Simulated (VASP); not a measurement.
# BiS (R-3m) in VASP: notebook

Runs on BiS. Level: HF. Tasks: single point.

All numbers are computed with VASP 6.6.1; they aren't measurements. Logs are shortened: lines on timing, memory, paths and dates and some standing lists are left out, and cuts for length are marked.

**1. The cell of the first run**

The structure is trigonal, space group R-3m (No. 166). The conventional cell has a = 4.219 Å, b = 4.219 Å, c = 10.501 Å, α = 90.00°, β = 90.00°, γ = 120.00°. Bi (site symmetry -3m) has 6 S at 3.00 Å within 3.9 Å. S (site symmetry -3m) has 6 Bi at 3.00 Å within 3.9 Å.

**2. Single point, HF**

Input file POSCAR:

```
BiS
1.0
    2.1092708700      1.2177881000      3.5004874800
   -2.1092708700      1.2177881000      3.5004874800
    0.0000000000     -2.4355762100      3.5004874800
Bi S
1 1
Direct
    0.0000000000      0.0000000000      0.0000000000
    0.5000000000      0.5000000000      0.5000000000
```

Input file INCAR.step1:

```
  PREC = Accurate
  ENCUT = 520
  EDIFF = 1E-5
  ISMEAR = -1
  SIGMA = 0.05
  LREAL = False
  LASPH = True
  NELM = 60
  ALGO = Normal
  ISIF = 2
  LWAVE = True
  LCHARG = False
  GGA = PE
  NBANDS = 18
```

Input file INCAR.step2:

```
  PREC = Accurate
  ENCUT = 520
  EDIFF = 1E-6
  ISMEAR = -1
  SIGMA = 0.05
  LREAL = False
  LASPH = True
  NELM = 60
  ALGO = Normal
  ISIF = 2
  LWAVE = False
  LCHARG = False
  GGA = PE
  LHFCALC = True
  AEXX = 1.0
  ALDAC = 0.0
  AGGAC = 0.0
  PRECFOCK = Normal
  ISTART = 1
  NBANDS = 18
```

Input file KPOINTS:

```
Automatic mesh
0
Gamma
  4 4 4
```

Potentials or basis: VASP PAW PBE potentials, release 64 (Bi_d, S).

On the command line:

```
$ cat potpaw_PBE.64/Bi_d/POTCAR potpaw_PBE.64/S/POTCAR > POTCAR
$ cp INCAR.step1 INCAR
$ mpirun -np 1 vasp_std > vasp.out
$ cp INCAR.step2 INCAR
$ mpirun -np 1 vasp_std > vasp.out
```

OUTCAR:

```text
PREC = Accurate
   ENCUT = 520
   EDIFF = 1E-6
   ISMEAR = -1
   LREAL = False
   LASPH = True
   NELM = 60
   ISIF = 2
   GGA = PE
   LHFCALC = True
   AEXX = 1.0
   PRECFOCK = Normal
   ISTART = 1

 ion  position               nearest neighbor table
   1  0.000  0.000  0.000-   2 3.00   2 3.00   2 3.00   2 3.00   2 3.00   2 3.00
   2  0.500  0.500  0.500-   1 3.00   1 3.00   1 3.00   1 3.00   1 3.00   1 3.00

  LATTYP: Found a trigonal (rhomboedric) cell.
 ALAT       =     4.2644394775
 COS(alpha) =     0.5107049814

  Lattice vectors:

 A1 = (   2.1092708700,   1.2177881000,   3.5004874800)
 A2 = (  -2.1092708700,   1.2177881000,   3.5004874800)
 A3 = (   0.0000000000,  -2.4355762100,   3.5004874800)

Analysis of symmetry for initial positions (statically):
=====================================================================
 Subroutine PRICEL returns:
 Original cell was already a primitive cell.

 Routine SETGRP: Setting up the symmetry group for a
 trigonal (rhombohedral) supercell.

 Subroutine GETGRP returns: Found 12 space group operations
 (whereof 12 operations were pure point group operations)
 out of a pool of 12 trial point group operations.

The static configuration has the point symmetry D_3d.

Analysis of symmetry for dynamics (positions and initial velocities):
=====================================================================
 Subroutine PRICEL returns:
 Original cell was already a primitive cell.

 Routine SETGRP: Setting up the symmetry group for a
 trigonal (rhombohedral) supercell.

 Subroutine GETGRP returns: Found 12 space group operations
 (whereof 12 operations were pure point group operations)
 out of a pool of 12 trial point group operations.

The dynamic configuration has the point symmetry D_3d.

 Subroutine INISYM returns: Found 12 space group operations
 (whereof 12 operations are pure point group operations),
 and found     1 'primitive' translations

----------------------------------------------------------------------------------------

                                     Primitive cell

[... 77 lines left out ...]
   NELM   =     60;   NELMIN=  2; NELMDL=  0     # of ELM steps
   EDIFF  = 0.1E-05   stopping-criterion for ELM
   LREAL  =      F    real-space projection
   EDIFFG = 0.1E-04   stopping-criterion for IOM
   NSW    =      0    number of steps for IOM
   IBRION =     -1    ionic relax: 0-MD 1-quasi-New 2-CG
   NFREE  =      0    steps in history (QN), initial steepest desc. (CG)
   ISIF   =      2    stress and relaxation
   ISYM   =      3    0-nonsym 1-usesym 2-fastsym
   POTIM  = 0.5000    time-step for ionic-motion
   TEBEG  =    0.0;   TEEND  =   0.0 temperature during run
   PSTRESS=    0.0 pullay stress
   NELECT =      21.0000    total number of electrons
   NUPDOWN=      -1.0000    fix difference up-down
   EMIN   =  10.00;   EMAX   =-10.00  energy-range for DOS
   EFERMI =   0.00;   METHOD = LEGACY
   ISMEAR =    -1;   SIGMA  =   0.05  broadening in eV -4-tet -1-fermi 0-gaus
   EFERMI_NEDOS =   21; number of points for ismear=-14 and -15
   IALGO  =     38    algorithm
   IMIX   =      1    mixing-type and parameters
     AMIX     =   0.40;   BMIX     =  1.00
     AMIX_MAG =   1.60;   BMIX_MAG =  1.00
  volume/ion in A,a.u.               =      26.97       182.03
  Fermi-wavevector in a.u.,A,eV,Ry     =   1.195327  2.258840 19.440087  1.428806
  Thomas-Fermi vector in A             =   2.331295
   LORBIT       =      0    0 simple, 1 ext, 2 COOP (PROOUT), +10 PAW based schemes
   GGA     = PE    functional components
   LHFCALC =     T    Hartree Fock is set to
   PRECFOCK=normal    Normal, Fast or Accurate (Low or Medium for compatibility)
   ENCUT4O =  -1.0   cutoff for four orbital integrals eV
   NKREDX  =     1    reduce k-point grid by
   NKREDY  =     1    reduce k-point grid by
   NKREDZ  =     1    reduce k-point grid by
   AEXX    =    1.0000 exact exchange contribution
   HFSCREEN=    0.0000 screening length (either q_TF or 0.3 A-1)
   HFSCREENC=   0.0000 screening length for correlation (either q_TF or 0.3 A-1)
   ENCUTFOCK=  -1.0 apply spherical cutoff to Coloumb kernel
   IVDW    =     0    specifies the selected vdW correction
   LEPSILON=     F    determine dielectric tensor
   LRPA    =     F    only Hartree local field effects (RPA)
 non-spin polarized calculation
  energy-cutoff  :      520.00
  volume of cell :       53.95
 maximum number of plane-waves:      1466
  NGX = 24; NGY = 24; NGZ = 24

 number of electron      21.0000005 magnetization

 Free energy of the ion-electron system (eV)
  ---------------------------------------------------
  ext. energy  EPLUGINS =         0.00000000
  ---------------------------------------------------
  free energy    TOTEN  =       -16.63281327 eV

  energy without entropy =      -16.62684595  energy(sigma->0) =      -16.62982961

 E-fermi :   8.9749     XC(G=0):   0.0000

 val. band max:        7.1385287544   @ k =   0.5000   0.5000   0.5000
 cond. band min:       9.0095296873   @ k =  -0.2500   0.2500   0.0000
 fundamental gap:      1.8710009329
 Fermi energy:         8.9748723283

 k-point     1 :       0.0000    0.0000    0.0000
  band No.  band energies     occupation
      1     -26.0924      2.00000
      2     -26.0924      2.00000
      3     -26.0672      2.00000
      4     -26.0672      2.00000
      5     -26.0563      2.00000
      6     -15.8790      2.00000
[... 250 lines left out ...]
      5     -26.0466      2.00000
      6     -14.1049      2.00000
[... 10 lines left out ...]
     17      21.3140      0.00000
     18      23.0429      0.00000

------------------------ aborting loop because EDIFF is reached ----------------------------------------

  FORCE on cell =-STRESS in cart. coord.  units (eV):
  Direction    XX          YY          ZZ          XY          YZ          ZX
  --------------------------------------------------------------------------------------
  -------------------------------------------------------------------------------------
  Total        0.1419580      0.1419580      0.1793463      0.0000000     -0.0000000      0.0000000
  in kB        4.2158627      4.2158627      5.3262202      0.0000000     -0.0000000      0.0000000
  external PRESSURE =       4.5859819 kB  Pullay stress =       0.0000000 kB

 VOLUME and BASIS-vectors are now :
 -----------------------------------------------------------------------------
  energy-cutoff  :      520.00
  volume of cell :       53.95
      direct lattice vectors                 reciprocal lattice vectors
     2.109270870  1.217788100  3.500487480     0.237048739  0.136860153  0.095224832
    -2.109270870  1.217788100  3.500487480    -0.237048739  0.136860153  0.095224832
     0.000000000 -2.435576210  3.500487480     0.000000000 -0.273720307  0.095224832

 POSITION                                       TOTAL-FORCE (eV/Angst)
 -----------------------------------------------------------------------------------
      0.00000      0.00000      0.00000        -0.000000      0.000000     -0.000000
      0.00000     -0.00000      5.25073         0.000000     -0.000000      0.000000
 -----------------------------------------------------------------------------------
    total drift:                               -0.000001      0.000000      0.000001

  FREE ENERGIE OF THE ION-ELECTRON SYSTEM (eV)
  ---------------------------------------------------
  free  energy   TOTEN  =       -16.6328132682 eV

  energy  without entropy=      -16.6268459477  energy(sigma->0) =      -16.62982961
```

OUTCAR.step1:

```text
PREC = Accurate
   ENCUT = 520
   EDIFF = 1E-5
   ISMEAR = -1
   LREAL = False
[... 481 lines left out ...]
      0.00000      0.00000      0.00000         0.000000     -0.000000     -0.000000
      0.00000     -0.00000      5.25073        -0.000000      0.000000      0.000000
 -----------------------------------------------------------------------------------
    total drift:                               -0.000000     -0.000000     -0.000000

  FREE ENERGIE OF THE ION-ELECTRON SYSTEM (eV)
  ---------------------------------------------------
  free  energy   TOTEN  =        -8.1599469551 eV

  energy  without entropy=       -8.1490726370  energy(sigma->0) =       -8.15450980
```

Wall time 47 min (1 thread of AMD EPYC, shared host); peak memory 0.16 GiB.

What came out:

```
Free energy            : -16.6328 eV
Pressure               : 0.5 GPa
Band gap on the k mesh : zero (an odd number of electrons rules out a gap without spin polarisation)
```

Stress tensor (GPa, compression positive):
```
0.42 0.00 0.00
0.00 0.42 0.00
0.00 0.00 0.53
```

Levels at points of the mesh, in eV from the Fermi level:
| k point | band 8 | band 9 | band 10 | band 11 | band 12 | band 13 |
| --- | --- | --- | --- | --- | --- | --- |
| (0.00, 0.00, 0.00) | -8.61 | -8.41 | -8.41 | 4.95 | 4.95 | 4.95 |
| (0.50, 0.00, 0.00) | -7.89 | -7.85 | -5.82 | -3.66 | -2.17 | -1.99 |
| (0.50, 0.50, 0.00) | -12.75 | -10.49 | -10.33 | 4.32 | 5.84 | 5.85 |
| (0.50, 0.50, 0.50) | -7.81 | -7.81 | -5.70 | -3.51 | -1.84 | -1.84 |

Caveat: the k points lie up to 0.46 Å⁻¹ apart, too coarse for converged energies and pressures of a metal; the PAW data sets were made with another functional, which shifts forces and pressure a little; spin-orbit coupling is left out, which moves the levels of the heavy elements; an odd number of electrons without spin polarisation forces a metal; a magnetic or distorted state may lie lower.

**3. Single point, HF**

This run uses another cell than the first one, of 27.44 Å³/atom.

Input file POSCAR:

```
BiS
1.0
    2.1201031085      1.2240420987      3.5246777454
   -2.1201031085      1.2240420987      3.5246777454
    0.0000000000     -2.4480842024      3.5246777437
Bi S
1 1
Direct
    0.0000000000      0.0000000000      0.0000000000
    0.5000000000      0.5000000000      0.5000000000
```

Input file INCAR.step1:

```
SYSTEM = BiS
ALGO = Normal
EDIFF = 1E-5
ENCUT = 520
GGA = PE
ISIF = 2
ISMEAR = -1
LASPH = .TRUE.
LREAL = .FALSE.
LWAVE = .TRUE.
NBANDS = 18
NELM = 80
PREC = Accurate
SIGMA = 0.05
```

Input file INCAR.step2:

```
SYSTEM = BiS
AEXX = 1.0
AGGAC = 0.0
ALDAC = 0.0
ALGO = Normal
EDIFF = 1E-6
ENCUT = 520
GGA = PE
ISIF = 2
ISMEAR = -1
ISTART = 1
LASPH = .TRUE.
LCHARG = .TRUE.
LELF = .TRUE.
LHFCALC = .TRUE.
LREAL = .FALSE.
LVHAR = .TRUE.
LWAVE = .FALSE.
NBANDS = 18
NELM = 80
PREC = Accurate
PRECFOCK = Normal
SIGMA = 0.05
```

Input file KPOINTS:

```
k-points
0
G
  4 4 4
  0 0 0
```

Potentials or basis: VASP PAW PBE potentials, release 64 (Bi_d, S).

On the command line:

```
$ cat potpaw_PBE.64/Bi_d/POTCAR potpaw_PBE.64/S/POTCAR > POTCAR
$ cp INCAR.step1 INCAR
$ mpirun -np 1 vasp_std > vasp.out
$ cp INCAR.step2 INCAR
$ mpirun -np 1 vasp_std > vasp.out
```

It took 45 min on 1 thread of AMD EPYC, shared host; peak memory 0.16 GiB.

Results (log left out):

```
Free energy            : -16.6324 eV
Pressure               : -0.7 GPa
Band gap on the k mesh : zero (an odd number of electrons rules out a gap without spin polarisation)
```

Levels at points of the mesh, in eV from the Fermi level:
```
           k point  band 7  band 8  band 9  band 10  band 11  band 12  band 13  band 14
(0.00, 0.00, 0.00)  -15.17   -8.54   -8.33    -8.33     4.86     4.86     4.87     7.54
(0.50, 0.00, 0.00)  -18.85   -7.83   -7.78    -5.86    -3.64    -2.14    -1.96    10.07
(0.50, 0.50, 0.00)  -17.00  -12.59  -10.37   -10.21     4.38     5.73     5.74     6.36
(0.50, 0.50, 0.50)  -18.96   -7.74   -7.74    -5.73    -3.48    -1.80    -1.80    10.03
```

Caveat: the k points lie up to 0.45 Å⁻¹ apart, too coarse for converged energies and pressures of a metal; the PAW data sets were made with another functional, which shifts forces and pressure a little; spin-orbit coupling is left out, which moves the levels of the heavy elements; an odd number of electrons without spin polarisation forces a metal; a magnetic or distorted state may lie lower.

The gap in the log of VASP goes by the Fermi energy; the results here count the filled bands.